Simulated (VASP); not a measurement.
Write the native input for VASP 6.6.1 that does the following.

| Item | Value |
| --- | --- |
| Task | single point |
| Functional | PBE |
| Potentials or basis | VASP PAW PBE potentials, release 64 (Be, Mg, S, Zn) |
| Cutoff | 520 eV |
| k mesh | 2 × 2 × 2, shifted |
| Occupations | gaussian, width 0.1 eV |
| Spin | no spin polarisation |
| Dipole correction | no |
| Further INCAR settings | LREAL = Auto; ALGO = Normal; EDIFF = 1e-06; NBANDS = 81; ISYM = 0 |

The structure of Mg4Be5Zn3S12 lies in POSCAR:

```
Mg4Be5Zn3S12
1.0
    5.5384042105      3.1940044589     -0.0374152937
   -0.0709775400      6.4409560187      6.0970182960
    5.5836377221     -3.3423408046      6.1615900504
Be Mg S Zn
5 4 12 3
Direct
    0.1823942561      0.8293621944      0.1529001950
    0.6712025642      0.9969161969      0.0043333944
    0.0629333038      0.5996852262      0.9299361584
    0.5741432490      0.4322593584      0.0777617831
    0.5792536853      0.7468803695      0.7728937316
    0.1636290418      0.1626303715      0.8488372449
    0.1611920363      0.5074671811      0.4974779023
    0.6498732316      0.3427569872      0.6807383871
    0.0841284434      0.9089697673      0.5869200209
    0.9476101067      0.3892566751      0.0198740316
    0.9499739046      0.6774462709      0.7221885345
    1.0133894995      0.0033583350      0.3267432036
    0.4433613196      0.5438483663      0.8764566616
    0.5049288805      0.8379215087      0.5432259455
    0.5039775350      0.1947528289      0.1624733080
    0.8863827391      0.4322048742      0.4277232645
    0.9074676768      0.7866229955      0.0941004047
    0.8679250919      0.0931794104      0.7939858497
    0.3921265623      0.6136483054      0.2472792174
    0.4196101883      0.9192438685      0.9524735043
    0.3940552051      0.2588115490      0.5964640299
    0.6715715626      0.6733434169      0.3237695683
    0.0938037571      0.2504580961      0.2330949206
    0.6015760876      0.0749037071      0.4026354982
```

One way to write it, as run:

INCAR

```
ALGO = Normal
EDIFF = 1E-6
ENCUT = 520
GGA = PE
ISIF = 2
ISMEAR = 0
ISYM = 0
LASPH = True
LCHARG = True
LELF = True
LREAL = Auto
LVHAR = True
LWAVE = False
NBANDS = 81
NELM = 80
PREC = Accurate
SIGMA = 0.1
```

KPOINTS

```
Automatic mesh
0
Gamma
  2 2 2
  0.5 0.5 0.5
```

Potentials or basis: VASP PAW PBE potentials, release 64 (Be, Mg, S, Zn).

Run with:

```console
$ cat potpaw_PBE.64/Be/POTCAR potpaw_PBE.64/Mg/POTCAR potpaw_PBE.64/S/POTCAR potpaw_PBE.64/Zn/POTCAR > POTCAR
$ mpirun -np 1 vasp_std > vasp.out
```

Results of the run:

| Property | Result |
| --- | --- |
| Pressure | 0.0 GPa |
| Largest force | 0.029 eV/Å |
| Band gap on the k mesh | 3.97 eV (least direct gap 4.00 eV) |

Caveat: the k points lie up to 0.55 Å⁻¹ apart; a shifted mesh leaves out Γ, where band edges can lie.

Run time: 5.2 min on 1 thread of Intel(R) Xeon(R) Platinum 8488C (Sapphire Rapids), on a shared host, peak memory 0.56 GiB.
